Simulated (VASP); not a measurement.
# BN (F-43m) in VASP: further runs, part 2 of 2

VASP 6.6.1.

## 4. Single point, r2SCAN

This run uses another cell than the first one: it holds 12 atoms, not 8.

POSCAR reads:

```
BN
1.0
    1.8048137541     -1.8048137541      0.0000000000
    1.8048137541      0.0000000000     -1.8048137541
    7.2192550164      7.2192550164      7.2192550164
B N
6 6
Direct
    1.0000000000      0.0000000000      0.5000000000
    0.3333333333      0.3333333333      0.3333333333
    0.6666666667      0.6666666667      0.6666666667
    1.0000000000      1.0000000000      0.0000000000
    0.3333333333      0.3333333333      0.8333333333
    0.6666666667      0.6666666667      0.1666666667
    0.6666666667      0.6666666667      0.5416666667
    0.0000000000      0.0000000000      0.3750000000
    0.3333333333      0.3333333333      0.7083333333
    0.6666666667      0.6666666667      0.0416666667
    0.0000000000      0.0000000000      0.8750000000
    0.3333333333      0.3333333333      0.2083333333
```

INCAR.step1 reads:

```
  PREC = Accurate
  ENCUT = 520
  ISMEAR = 0
  SIGMA = 0.05
  LREAL = F
  LASPH = T
  NELM = 80
  NBANDS = 36
  GGA = PE
  ALGO = Normal
  EDIFF = 1E-4
  LWAVE = T
  LCHARG = F
```

INCAR.step2 reads:

```
  PREC = Accurate
  ENCUT = 520
  EDIFF = 1E-6
  ISMEAR = 0
  SIGMA = 0.05
  LREAL = F
  LASPH = T
  NELM = 80
  ALGO = Normal
  ISIF = 2
  LWAVE = F
  LCHARG = F
  METAGGA = R2SCAN
  LMIXTAU = T
  NBANDS = 36
  ISTART = 1
```

KPOINTS reads:

```
Automatic mesh
0
Gamma
  10 10 2
```

Potentials or basis: VASP PAW PBE potentials, release 64 (B, N).

Started as:

```
cat potpaw_PBE.64/B/POTCAR potpaw_PBE.64/N/POTCAR > POTCAR
cp INCAR.step1 INCAR
mpirun -np 1 vasp_std > vasp.out
cp INCAR.step2 INCAR
mpirun -np 1 vasp_std > vasp.out
```

OUTCAR:

```text
PREC = Accurate
   ENCUT = 520
   EDIFF = 1E-6
   ISMEAR = 0
   LREAL = F
   LASPH = T
   NELM = 80
   ISIF = 2
   METAGGA = R2SCAN
   ISTART = 1

 ion  position               nearest neighbor table
   1  0.000  0.000  0.500-   7 1.56   8 1.56   7 1.56   7 1.56
   2  0.333  0.333  0.333-   8 1.56  12 1.56   8 1.56   8 1.56
   3  0.667  0.667  0.667-   9 1.56   9 1.56   7 1.56   9 1.56
   4  0.000  0.000  0.000-  10 1.56  11 1.56  10 1.56  10 1.56
   5  0.333  0.333  0.833-   9 1.56  11 1.56  11 1.56  11 1.56
[... 1165 lines left out ...]
  external PRESSURE =      11.4410127 kB  Pullay stress =       0.0000000 kB

 VOLUME and BASIS-vectors are now :
 -----------------------------------------------------------------------------
  energy-cutoff  :      520.00
  volume of cell :       70.55
      direct lattice vectors                 reciprocal lattice vectors
     1.804813754 -1.804813754  0.000000000     0.184691264 -0.369382528  0.184691264
     1.804813754  0.000000000 -1.804813754     0.184691264  0.184691264 -0.369382528
     7.219255016  7.219255016  7.219255016     0.046172816  0.046172816  0.046172816

 POSITION                                       TOTAL-FORCE (eV/Angst)
 -----------------------------------------------------------------------------------
      3.60963      3.60963      3.60963         0.000050      0.000050      0.000050
      3.60963      1.80481      1.80481         0.000050      0.000050      0.000050
      7.21926      3.60963      3.60963         0.000050      0.000050      0.000050
      0.00000      0.00000      0.00000         0.000050      0.000050      0.000050
      7.21926      5.41444      5.41444         0.000050      0.000050      0.000050
      3.60963      0.00000      0.00000         0.000050      0.000050      0.000050
      6.31685      2.70722      2.70722        -0.000050     -0.000050     -0.000050
      2.70722      2.70722      2.70722        -0.000050     -0.000050     -0.000050
      6.31685      4.51203      4.51203        -0.000050     -0.000050     -0.000050
      2.70722     -0.90241     -0.90241        -0.000050     -0.000050     -0.000050
      6.31685      6.31685      6.31685        -0.000050     -0.000050     -0.000050
      2.70722      0.90241      0.90241        -0.000050     -0.000050     -0.000050
 -----------------------------------------------------------------------------------
    total drift:                                0.001387      0.001387      0.001387

  FREE ENERGIE OF THE ION-ELECTRON SYSTEM (eV)
  ---------------------------------------------------
  free  energy   TOTEN  =      -115.0295629186 eV

  energy  without entropy=     -115.0295629186  energy(sigma->0) =     -115.02956292
```

OSZICAR.step1:

```text
N       E                     dE             d eps       ncg     rms          rms(c)
DAV:   1     0.181867062785E+03    0.18187E+03   -0.25993E+04  2016   0.132E+03
DAV:   2    -0.100122657435E+03   -0.28199E+03   -0.26889E+03  2588   0.302E+02
DAV:   3    -0.110438261165E+03   -0.10316E+02   -0.10264E+02  2680   0.564E+01
DAV:   4    -0.110521459544E+03   -0.83198E-01   -0.83086E-01  2640   0.533E+00
DAV:   5    -0.110522621056E+03   -0.11615E-02   -0.11608E-02  2608   0.579E-01    0.165E+01
DAV:   6    -0.105192276860E+03    0.53303E+01   -0.14302E+01  2480   0.182E+01    0.786E+00
DAV:   7    -0.104776729869E+03    0.41555E+00   -0.89102E-01  2528   0.510E+00    0.473E+00
DAV:   8    -0.104697247782E+03    0.79482E-01   -0.25518E-01  2384   0.272E+00    0.575E-01
DAV:   9    -0.104689715322E+03    0.75325E-02   -0.13896E-02  2620   0.664E-01    0.196E-01
DAV:  10    -0.104690212621E+03   -0.49730E-03   -0.21003E-03  2656   0.242E-01    0.627E-02
DAV:  11    -0.104690186253E+03    0.26369E-04   -0.32557E-04  2392   0.902E-02
   1 F= -.10469019E+03 E0= -.10469019E+03  d E =-.161310E-13
```

Wall time 3.8 min (1 thread of AMD EPYC 7R13 (Zen 3), shared host); peak memory 0.19 GiB.

What came out:

| Property | Result |
| --- | --- |
| Free energy | -115.0296 eV |
| Pressure | 1.1 GPa |
| Band gap on the k mesh | 4.98 eV |

Levels at points of the mesh, in eV from the valence-band top:
```csv
k point,band 22,band 23,band 24,band 25,band 26,band 27
"(0.00, 0.00, 0.00)",0.00,0.00,0.00,9.55,9.55,9.55
"(0.50, 0.00, 0.00)",-3.01,-2.02,-2.02,4.98,6.82,6.82
"(0.00, 0.00, 0.50)",-0.19,-0.19,-0.19,9.78,9.78,9.84
"(0.50, 0.00, 0.50)",-2.57,-2.31,-2.31,5.56,5.56,8.18
```

Caveat: the PAW data sets were made with another functional, which shifts forces and pressure a little. A k mesh can miss the band edges.

## 5. Single point, r2SCAN

This run uses another cell than the first one: it holds 2 atoms, not 8.

POSCAR reads:

```
BN
1.0
    0.0000000000      1.8048137551      1.8048137551
    1.8048137551      0.0000000000      1.8048137551
    1.8048137551      1.8048137551      0.0000000000
B N
1 1
Direct
    0.0000000000      0.0000000000      0.0000000000
    0.7500000000      0.7500000000      0.7500000000
```

INCAR.step1 reads:

```
  PREC = Accurate
  ENCUT = 910
  ISMEAR = 0
  SIGMA = 0.02
  LREAL = F
  LASPH = T
  NELM = 120
  NBANDS = 11
  GGA = PE
  ALGO = Normal
  EDIFF = 1E-5
  LWAVE = T
  LCHARG = F
  GGA_COMPAT = F
```

INCAR.step2 reads:

```
  PREC = Accurate
  ENCUT = 910
  EDIFF = 1E-6
  ISMEAR = 0
  SIGMA = 0.02
  LREAL = F
  LASPH = T
  NELM = 120
  ALGO = Normal
  ISIF = 2
  LWAVE = F
  LCHARG = F
  METAGGA = R2SCAN
  LMIXTAU = T
  NBANDS = 11
  ISTART = 1
  GGA_COMPAT = F
```

KPOINTS reads:

```
regular mesh
0
Gamma
  12 12 12
```

Potentials or basis: VASP PAW PBE potentials, release 64 (B_h, N_h).

Started as:

```
cat potpaw_PBE.64/B_h/POTCAR potpaw_PBE.64/N_h/POTCAR > POTCAR
cp INCAR.step1 INCAR
mpirun -np 1 vasp_std > vasp.out
cp INCAR.step2 INCAR
mpirun -np 1 vasp_std > vasp.out
```

OUTCAR:

```text
PREC = Accurate
   ENCUT = 910
   EDIFF = 1E-6
   ISMEAR = 0
   LREAL = F
   LASPH = T
   NELM = 120
   ISIF = 2
   METAGGA = R2SCAN
   ISTART = 1

 ion  position               nearest neighbor table
   1  0.000  0.000  0.000-
   2  0.750  0.750  0.750-

  LATTYP: Found a face centered cubic cell.
 ALAT       =     3.6096275102

  Lattice vectors:

 A1 = (   0.0000000000,   1.8048137551,   1.8048137551)
 A2 = (   1.8048137551,   0.0000000000,   1.8048137551)
 A3 = (   1.8048137551,   1.8048137551,   0.0000000000)

Analysis of symmetry for initial positions (statically):
=====================================================================
 Subroutine PRICEL returns:
 Original cell was already a primitive cell.

 Routine SETGRP: Setting up the symmetry group for a
 face centered cubic supercell.

 Subroutine GETGRP returns: Found 24 space group operations
 (whereof 24 operations were pure point group operations)
 out of a pool of 48 trial point group operations.

The static configuration has the point symmetry T_d .

[... 168 lines left out ...]
 k-point     1 :       0.0000    0.0000    0.0000
  band No.  band energies     occupation
      1     -12.3493      2.00000
      2       8.9868      2.00000
      3       8.9868      2.00000
      4       8.9868      2.00000
      5      18.5582      0.00000
      6      18.5582      0.00000
      7      18.5582      0.00000
      8      20.1269      0.00000
      9      35.2185      0.00000
     10      37.7443      0.00000
     11      37.7443      0.00000
[... 309 lines left out ...]
 k-point    24 :      -0.4167    0.1667    0.0000
  band No.  band energies     occupation
      1      -7.6558      2.00000
      2      -1.4112      2.00000
      3       4.6790      2.00000
      4       6.3160      2.00000
      5      19.0284      0.00000
      6      22.0615      0.00000
      7      22.1488      0.00000
      8      25.8747      0.00000
      9      31.4138      0.00000
     10      35.6101      0.00000
     11      37.3402      0.00000

 [... further k-points ...]

------------------------ aborting loop because EDIFF is reached ----------------------------------------

  FORCE on cell =-STRESS in cart. coord.  units (eV):
  Direction    XX          YY          ZZ          XY          YZ          ZX
  --------------------------------------------------------------------------------------
  -------------------------------------------------------------------------------------
  Total       -0.0390815     -0.0390815     -0.0390815      0.0000000     -0.0000000      0.0000000
  in kB       -5.3254250     -5.3254250     -5.3254250      0.0000000     -0.0000000      0.0000000
  external PRESSURE =      -5.3254250 kB  Pullay stress =       0.0000000 kB

 VOLUME and BASIS-vectors are now :
 -----------------------------------------------------------------------------
  energy-cutoff  :      910.00
  volume of cell :       11.76
      direct lattice vectors                 reciprocal lattice vectors
     0.000000000  1.804813755  1.804813755    -0.277036896  0.277036896  0.277036896
     1.804813755  0.000000000  1.804813755     0.277036896 -0.277036896  0.277036896
     1.804813755  1.804813755  0.000000000     0.277036896  0.277036896 -0.277036896

 POSITION                                       TOTAL-FORCE (eV/Angst)
 -----------------------------------------------------------------------------------
      0.00000      0.00000      0.00000         0.000000      0.000000      0.000000
      2.70722      2.70722      2.70722        -0.000000     -0.000000     -0.000000
 -----------------------------------------------------------------------------------
    total drift:                               -0.000000     -0.000000     -0.000000

  FREE ENERGIE OF THE ION-ELECTRON SYSTEM (eV)
  ---------------------------------------------------
  free  energy   TOTEN  =       -19.1998149704 eV

  energy  without entropy=      -19.1998149704  energy(sigma->0) =      -19.19981497
```

OSZICAR.step1:

```text
N       E                     dE             d eps       ncg     rms          rms(c)
DAV:   1     0.154983581950E+02    0.15498E+02   -0.64369E+03  1664   0.104E+03
DAV:   2    -0.172679029240E+02   -0.32766E+02   -0.30892E+02  2111   0.175E+02
DAV:   3    -0.184056149363E+02   -0.11377E+01   -0.11354E+01  1924   0.275E+01
DAV:   4    -0.184087398139E+02   -0.31249E-02   -0.31247E-02  1730   0.169E+00
DAV:   5    -0.184087501282E+02   -0.10314E-04   -0.10314E-04  1814   0.100E-01    0.602E+00
DAV:   6    -0.175436601313E+02    0.86509E+00   -0.29159E+00  1614   0.944E+00    0.234E+00
DAV:   7    -0.174793751505E+02    0.64285E-01   -0.12560E-01  1816   0.285E+00    0.122E+00
DAV:   8    -0.174667228251E+02    0.12652E-01   -0.38350E-02  1795   0.139E+00    0.144E-01
DAV:   9    -0.174670011769E+02   -0.27835E-03   -0.22818E-03  1685   0.315E-01    0.702E-02
DAV:  10    -0.174670549983E+02   -0.53821E-04   -0.21963E-04  1796   0.124E-01    0.124E-02
DAV:  11    -0.174670611763E+02   -0.61780E-05   -0.20241E-05  1760   0.402E-02
   1 F= -.17467061E+02 E0= -.17467061E+02  d E =-.106763E-13
```

Wall time 72 s (1 thread of Intel Xeon Platinum 8375C at 2.90GHz (Ice Lake), shared host); peak memory 0.17 GiB.

What came out:

```yaml
Free_energy: -19.1998 eV
Pressure: -0.5 GPa
Band_gap_on_the_k_mesh: 5.00 eV, indirect (least direct gap 9.57 eV)
```

Levels at points of the mesh, in eV from the valence-band top:
```csv
k point,band 1,band 2,band 3,band 4,band 5,band 6,band 7,band 8,band 9
"(0.00, 0.00, 0.00)",-21.34,0.00,0.00,0.00,9.57,9.57,9.57,11.14,26.23
"(0.50, 0.00, 0.00)",-17.02,-11.12,-2.02,-2.02,10.85,11.51,11.51,16.46,24.96
"(0.50, 0.50, 0.00)",-15.60,-9.34,-5.11,-5.11,5.00,9.84,19.36,19.36,22.28
```

Caveat: the cutoff is under 1.25 times the usual one of these potentials, so pressure, stress and relaxed cells hold a basis-set (Pulay) error; the PAW data sets were made with another functional, which shifts forces and pressure a little. A k mesh can miss the band edges.

## 6. Single point, r2SCAN

This run uses another cell than the first one: it holds 2 atoms, not 8.

POSCAR reads:

```
BN
1.0
    0.0000000000      1.8048137555      1.8048137555
    1.8048137555      0.0000000000      1.8048137555
    1.8048137555      1.8048137555      0.0000000000
B N
1 1
Direct
    0.0000000000      0.0000000000      0.0000000000
    0.7500000000      0.7500000000      0.7500000000
```

INCAR.step1 reads:

```
PREC = Accurate
ENCUT = 910
ISMEAR = 0
SIGMA = 0.05
LREAL = F
LASPH = T
NELM = 120
NBANDS = 11
GGA = PE
ALGO = Normal
EDIFF = 1E-5
LWAVE = T
LCHARG = F
GGA_COMPAT = F
```

INCAR.step2 reads:

```
PREC = Accurate
ENCUT = 910
EDIFF = 1E-6
ISMEAR = 0
SIGMA = 0.05
LREAL = F
LASPH = T
NELM = 120
ALGO = Normal
ISIF = 2
LWAVE = F
LCHARG = F
METAGGA = R2SCAN
LMIXTAU = T
NBANDS = 11
ISTART = 1
GGA_COMPAT = F
```

KPOINTS reads:

```
regular mesh
0
Gamma
  10 10 10
```

Potentials or basis: VASP PAW PBE potentials, release 64 (B_h, N_h).

Started as:

```
cat potpaw_PBE.64/B_h/POTCAR potpaw_PBE.64/N_h/POTCAR > POTCAR
cp INCAR.step1 INCAR
mpirun -np 1 vasp_std > vasp.out
cp INCAR.step2 INCAR
mpirun -np 1 vasp_std > vasp.out
```

Run time: 49 s. Hardware: 1 thread of Intel Xeon Platinum 8259CL at 2.50GHz (Skylake/Cascade Lake), shared host; peak memory 0.16 GiB.

The run converged. Its results:

| Quantity | Value |
| --- | --- |
| Free energy | -19.1998 eV |
| Pressure | -0.5 GPa |
| Band gap on the k mesh | 5.00 eV, indirect (least direct gap 9.57 eV) |

Levels at points of the mesh, in eV from the valence-band top:
```
           k point  band 1  band 2  band 3  band 4  band 5  band 6  band 7  band 8
(0.00, 0.00, 0.00)  -21.34    0.00    0.00    0.00    9.57    9.57    9.57   11.14
(0.50, 0.00, 0.00)  -17.02  -11.12   -2.02   -2.02   10.85   11.51   11.51   16.46
(0.50, 0.50, 0.00)  -15.60   -9.34   -5.11   -5.11    5.00    9.84   19.36   19.36
```

Caveat: the cutoff is under 1.25 times the usual one of these potentials, so pressure, stress and relaxed cells hold a basis-set (Pulay) error; the PAW data sets were made with another functional, which shifts forces and pressure a little.

## 7. The runs side by side

```csv
potentials or basis,cell,k mesh,cutoff (eV),smearing,second run,gap on the mesh (eV),pressure (GPa)
"VASP PAW PBE potentials, release 64 (B, N)","a = 3.610 Å, 8 atoms",6 × 6 × 6,520,gaussian 0.05 eV,-,4.98,1.1
"VASP PAW PBE potentials, release 64 (B, N)","a = 2.552 Å, angles 60.0°, 2 atoms",12 × 12 × 12,520,gaussian 0.02 eV,-,4.98,1.2
"VASP PAW PBE potentials, release 64 (B, N)","a = 2.552, b = 2.552, c = 12.504 Å, angles 90.0, 90.0, 60.0°, 12 atoms",10 × 10 × 2,520,gaussian 0.05 eV,-,4.98,1.1
"VASP PAW PBE potentials, release 64 (B_h, N_h)","a = 2.552 Å, angles 60.0°, 2 atoms",12 × 12 × 12,910,gaussian 0.02 eV,hard_potentials,5.00,-0.5
"VASP PAW PBE potentials, release 64 (B_h, N_h)","a = 2.552 Å, angles 60.0°, 2 atoms",10 × 10 × 10,910,gaussian 0.05 eV,hard_potentials,5.00,-0.5
```

Alike in all rows: task single point; level r2SCAN; no spin polarisation.

Caveats: the PAW data sets were made with another functional, which shifts forces and pressure a little; the cutoff is under 1.25 times the usual one of these potentials, so pressure, stress and relaxed cells hold a basis-set (Pulay) error (some runs).

Absolute energies hang on the potentials; compare differences alone.
